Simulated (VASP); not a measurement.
# Be (Fm-3m) in VASP: a series of runs, part 2 of 2

VASP 6.6.1. The steps go on from the part before.

## 3. Relaxation of cell and atoms, LDA

This run uses another cell than the first one, of 8.11 Å³/atom.

INCAR

```
PREC = Accurate
ENCUT = 600
EDIFF = 1E-7
ISMEAR = -1
SIGMA = 0.1
LREAL = False
LASPH = True
NELM = 120
ALGO = Normal
ISIF = 3
LWAVE = False
LCHARG = False
GGA = CA
IBRION = 2
NSW = 80
EDIFFG = -0.01
GGA_COMPAT = False
NELMIN = 4
```

KPOINTS

```
regular mesh
0
Gamma
  17 17 17
```

POSCAR

```
Be
1.0
    0.0000000000      1.5948182637      1.5948182637
    1.5948182637      0.0000000000      1.5948182637
    1.5948182637      1.5948182637      0.0000000000
Be
1
Direct
    0.0000000000      0.0000000000      0.0000000000
```

Potentials or basis: VASP PAW LDA potentials, release 64 (Be).

Run with:

```console
$ cat potpaw_LDA.64/Be/POTCAR > POTCAR
$ mpirun -np 1 vasp_std > vasp.out
```

OUTCAR:

```text
PREC = Accurate
   ENCUT = 600
   EDIFF = 1E-7
   ISMEAR = -1
   LREAL = False
   LASPH = True
   NELM = 120
   ISIF = 3
   GGA = CA
   IBRION = 2
   NSW = 80
   EDIFFG = -0.01
   NELMIN = 4

 ion  position               nearest neighbor table
   1  0.000  0.000  0.000-

  LATTYP: Found a face centered cubic cell.
 ALAT       =     3.1896365274

  Lattice vectors:

 A1 = (   0.0000000000,   1.5948182637,   1.5948182637)
 A2 = (   1.5948182637,   0.0000000000,   1.5948182637)
 A3 = (   1.5948182637,   1.5948182637,   0.0000000000)

Analysis of symmetry for initial positions (statically):
=====================================================================
 Subroutine PRICEL returns:
 Original cell was already a primitive cell.

 Routine SETGRP: Setting up the symmetry group for a
 face centered cubic supercell.

 Subroutine GETGRP returns: Found 48 space group operations
 (whereof 48 operations were pure point group operations)
 out of a pool of 48 trial point group operations.

The static configuration has the point symmetry O_h .

Analysis of symmetry for dynamics (positions and initial velocities):
=====================================================================
 Subroutine PRICEL returns:
 Original cell was already a primitive cell.

 Routine SETGRP: Setting up the symmetry group for a
 face centered cubic supercell.

 Subroutine GETGRP returns: Found 48 space group operations
 (whereof 48 operations were pure point group operations)
 out of a pool of 48 trial point group operations.

The dynamic configuration has the point symmetry O_h .

 Subroutine INISYM returns: Found 48 space group operations
 (whereof 48 operations are pure point group operations),
 and found     1 'primitive' translations

----------------------------------------------------------------------------------------

                                     Primitive cell

  volume of cell :       8.1127

  direct lattice vectors                    reciprocal lattice vectors
     0.000000000  1.594818264  1.594818264    -0.313515346  0.313515346  0.313515346
     1.594818264  0.000000000  1.594818264     0.313515346 -0.313515346  0.313515346
     1.594818264  1.594818264  0.000000000     0.313515346  0.313515346 -0.313515346

  length of vectors
     2.255413618  2.255413618  2.255413618     0.543024508  0.543024508  0.543024508

  position of ions in fractional coordinates (direct lattice)
     0.000000000  0.000000000  0.000000000

  ion indices of the primitive-cell ions
   primitive index   ion index
                 1           1

----------------------------------------------------------------------------------------

 KPOINTS: regular mesh

Automatic generation of k-mesh.
 Grid dimensions read from file:
 generate k-points for:   17   17   17

 Generating k-lattice:

  Cartesian coordinates                     Fractional coordinates (reciprocal lattice)
    -0.018442079  0.018442079  0.018442079     0.058823529  0.000000000  0.000000000
     0.018442079 -0.018442079  0.018442079     0.000000000  0.058823529  0.000000000
[... 41 lines left out ...]
   number of dos      NEDOS =    301   number of ions     NIONS =      1
   total plane-waves  NPLWV =   5832
   dimension x,y,z NGX =    18 NGY =   18 NGZ =   18
   dimension x,y,z NGXF=    36 NGYF=   36 NGZF=   36
   ions per type =               1
   NGX,Y,Z   is equivalent  to a cutoff of  13.27, 13.27, 13.27 a.u.
   NGXF,Y,Z  is equivalent  to a cutoff of  26.54, 26.54, 26.54 a.u.
 SYSTEM =  unknown system
   PREC   = accura    normal or accurate (medium, high low for compatibility)
   ISTART =      0    job   : 0-new  1-cont  2-samecut
   ICHARG =      2    charge: 1-file 2-atom 10-const
   ISPIN  =      1    spin polarized calculation?
   LNONCOLLINEAR =      F non collinear calculations
   LSORBIT =      F    spin-orbit coupling
   LASPH  =      T    aspherical Exc in radial PAW
   ENCUT  =  600.0 eV  44.10 Ry    6.64 a.u.   4.50  4.50  4.50*2*pi/ulx,y,z
   NELM   =    120;   NELMIN=  4; NELMDL= -5     # of ELM steps
   EDIFF  = 0.1E-06   stopping-criterion for ELM
   LREAL  =      F    real-space projection
   EDIFFG = -.1E-01   stopping-criterion for IOM
   NSW    =     80    number of steps for IOM
   IBRION =      2    ionic relax: 0-MD 1-quasi-New 2-CG
   NFREE  =      1    steps in history (QN), initial steepest desc. (CG)
   ISIF   =      3    stress and relaxation
   ISYM   =      2    0-nonsym 1-usesym 2-fastsym
   POTIM  = 0.5000    time-step for ionic-motion
   TEBEG  =    0.0;   TEEND  =   0.0 temperature during run
   PSTRESS=    0.0 pullay stress
   NELECT =       2.0000    total number of electrons
   NUPDOWN=      -1.0000    fix difference up-down
   EMIN   =  10.00;   EMAX   =-10.00  energy-range for DOS
   EFERMI =   0.00;   METHOD = LEGACY
   ISMEAR =    -1;   SIGMA  =   0.10  broadening in eV -4-tet -1-fermi 0-gaus
   EFERMI_NEDOS =   21; number of points for ismear=-14 and -15
   IALGO  =     38    algorithm
   IMIX   =      4    mixing-type and parameters
     AMIX     =   0.40;   BMIX     =  1.00
     AMIX_MAG =   1.60;   BMIX_MAG =  1.00
  volume/ion in A,a.u.               =       8.11        54.75
  Fermi-wavevector in a.u.,A,eV,Ry     =   1.026511  1.939825 14.336798  1.053725
  Thomas-Fermi vector in A             =   2.160408
   LORBIT       =      0    0 simple, 1 ext, 2 COOP (PROOUT), +10 PAW based schemes
   GGA     = CA    functional components
   LHFCALC =     F    Hartree Fock is set to
   AEXX    =    0.0000 exact exchange contribution
   IVDW    =     0    specifies the selected vdW correction
   LEPSILON=     F    determine dielectric tensor
   LRPA    =     F    only Hartree local field effects (RPA)
 conjugate gradient relaxation of ions
 non-spin polarized calculation
  energy-cutoff  :      600.00
  volume of cell :        8.11
 maximum number of plane-waves:       290
 NGX is ok and might be reduce to    18
   NGX =  9   NGY =  9   NGZ =  9

--------------------------------------- Ionic step        1  -------------------------------------------

 number of electron       2.0000000 magnetization

 Free energy of the ion-electron system (eV)
  ---------------------------------------------------
  ext. energy  EPLUGINS =         0.00000000
  ---------------------------------------------------
  free energy    TOTEN  =        -4.11745939 eV

  energy without entropy =       -4.11373517  energy(sigma->0) =       -4.11559728

------------------------ aborting loop because EDIFF is reached ----------------------------------------

  FORCE on cell =-STRESS in cart. coord.  units (eV):
  Direction    XX          YY          ZZ          XY          YZ          ZX
  --------------------------------------------------------------------------------------
  -------------------------------------------------------------------------------------
  Total       -0.4334662     -0.4334662     -0.4334662     -0.0000000      0.0000000      0.0000000
  in kB      -85.6056044    -85.6056044    -85.6056044     -0.0000000      0.0000000      0.0000000
  external PRESSURE =     -85.6056044 kB  Pullay stress =       0.0000000 kB
[... 57 lines left out ...]
--------------------------------------- Ionic step        3  -------------------------------------------

 number of electron       2.0000000 magnetization

 Free energy of the ion-electron system (eV)
  ---------------------------------------------------
  ext. energy  EPLUGINS =         0.00000000
  ---------------------------------------------------
  free energy    TOTEN  =        -4.13405692 eV

  energy without entropy =       -4.13140021  energy(sigma->0) =       -4.13272856

 E-fermi :   7.6633     XC(G=0): -10.7875

 val. band max:        7.4859831882   @ k =  -0.3529   0.3529   0.0000
 cond. band min:       7.7099147904   @ k =  -0.2941   0.4706   0.2353
 fundamental gap:      0.2239316022
 Fermi energy:         7.6633242997

 k-point     1 :       0.0000    0.0000    0.0000
  band No.  band energies     occupation
      1      -4.2973      2.00000
      2      27.4853      0.00000
      3      27.4853      0.00000
      4      27.4853      0.00000
      5      37.6800      0.00000
[... 177 lines left out ...]
 k-point    24 :      -0.1176    0.0588    0.0000
  band No.  band energies     occupation
      1      -3.5715      2.00000
      2      23.1695      0.00000
      3      25.1203      0.00000
      4      27.3769      0.00000
      5      35.3986      0.00000

 [... further k-points ...]

------------------------ aborting loop because EDIFF is reached ----------------------------------------

  FORCE on cell =-STRESS in cart. coord.  units (eV):
  Direction    XX          YY          ZZ          XY          YZ          ZX
  --------------------------------------------------------------------------------------
  -------------------------------------------------------------------------------------
  Total       -0.0025052     -0.0025052     -0.0025052      0.0000000     -0.0000000      0.0000000
  in kB       -0.5330993     -0.5330993     -0.5330993      0.0000000     -0.0000000      0.0000000
  external PRESSURE =      -0.5330993 kB  Pullay stress =       0.0000000 kB
[... 16 lines left out ...]
  FREE ENERGIE OF THE ION-ELECTRON SYSTEM (eV)
  ---------------------------------------------------
  free  energy   TOTEN  =        -4.1340569174 eV

  energy  without entropy=       -4.1314002074  energy(sigma->0) =       -4.13272856

 reached required accuracy - stopping structural energy minimisation
```

CONTCAR:

```text
Be
   1.00000000000000
    -0.0000000000000000    1.5556253664807846    1.5556253664807846
     1.5556253664807846    0.0000000000000000    1.5556253664807846
     1.5556253664807846    1.5556253664807846   -0.0000000000000000
  Be
     1
Direct
     0.0000000000000000    0.0000000000000000    0.0000000000000000

  0.00000000E+00  0.00000000E+00  0.00000000E+00
```

Wall time 21 s (1 thread of Intel Xeon 8259CL, shared host); peak memory 0.12 GiB.

Results:

| Quantity | Value |
| --- | --- |
| Free energy | -4.1341 eV |
| Relaxed volume | 7.53 Å³/atom |
| Relaxed cell | a = 2.200 Å, b = 2.200 Å, c = 2.200 Å, α = 60.00°, β = 60.00°, γ = 60.00° |
| Space group after relaxing (to 0.1 Å) | Fm-3m (No. 225) |
| Energy gained by relaxing | 16.6 meV/atom |
| Ionic steps | 3 |
| Pressure after relaxing | -0.1 GPa |
| Band gap on the k mesh | zero (bands 1 and 2 overlap by 0.22 eV) |

The path:
```tsv
step	energy change (eV)	largest force (eV/Å)	pressure (GPa)	volume (Å³)
1	0.0000	0.0000	-8.56	8.11
2	-0.0162	0.0000	-1.49	7.61
3	-0.0166	0.0000	-0.05	7.53
```

Final structure:
```yaml
crystal:
  lattice:
    - [0.00000, 1.55563, 1.55563]
    - [1.55563, 0.00000, 1.55563]
    - [1.55563, 1.55563, 0.00000]
  atoms:
    - { symbol: Be, position: [0.00000, 0.00000, 0.00000] }
```

Levels at points of the mesh, in eV from the Fermi level:
```
           k point  band 1  band 2  band 3  band 4
(0.00, 0.00, 0.00)  -11.96   19.82   19.82   19.82
```

## 4. Single point, LDA

This run uses another cell than the first one, of 7.50 Å³/atom.

INCAR

```
PREC = Accurate
ENCUT = 600
EDIFF = 1E-6
ISMEAR = -1
SIGMA = 0.1
LREAL = False
LASPH = True
NELM = 120
ALGO = Normal
ISIF = 2
LWAVE = False
LCHARG = False
NBANDS = 7
GGA_COMPAT = False
```

KPOINTS

```
regular mesh
0
Gamma
  28 28 28
```

POSCAR

```
Be
1.0
    0.0000000000      1.5537504652      1.5537504652
    1.5537504652      0.0000000000      1.5537504652
    1.5537504652      1.5537504652      0.0000000000
Be
1
Direct
    0.0000000000      0.0000000000      0.0000000000
```

Run with:

```console
$ cat potpaw_LDA.64/Be/POTCAR > POTCAR
$ mpirun -np 1 vasp_std > vasp.out
```

It took 49 s on 1 thread of Intel Xeon 8259CL, shared host; peak memory 0.14 GiB.

The run converged. Its results:

```yaml
Free_energy: -4.1348 eV
Pressure: 0.5 GPa
Band_gap_on_the_k_mesh: zero (bands 1 and 2 overlap by 1.29 eV)
```

Levels at points of the mesh, in eV from the Fermi level:
```csv
k point,band 1,band 2,band 3,band 4,band 5
"(0.00, 0.00, 0.00)",-12.03,19.83,19.83,19.83,30.03
"(0.50, 0.00, 0.00)",-5.52,0.24,16.82,16.82,27.09
"(0.50, 0.50, 0.00)",-2.83,4.12,9.70,9.70,15.67
```

## 5. Overview

```csv
task,cell,k mesh,gap on the mesh (eV),pressure (GPa)
single point,"a = 2.282 Å, angles 60.0°, 1 atom",19 × 19 × 19,none,-11.8
relaxation of cell and atoms,"relaxed from a = 2.255 Å, angles 60.0°, 1 atom",17 × 17 × 17,none,-0.1
single point,"a = 2.197 Å, angles 60.0°, 1 atom",28 × 28 × 28,none,0.5
```

Alike in all rows: level LDA; potentials or basis VASP PAW LDA potentials, release 64 (Be); no spin polarisation; cutoff (eV) 600; smearing fermi-dirac 0.1 eV.

Caveats: the cell stands under tension (at least some runs).

Total energies depend on the potentials used, so only differences within one code and one set of settings carry meaning.
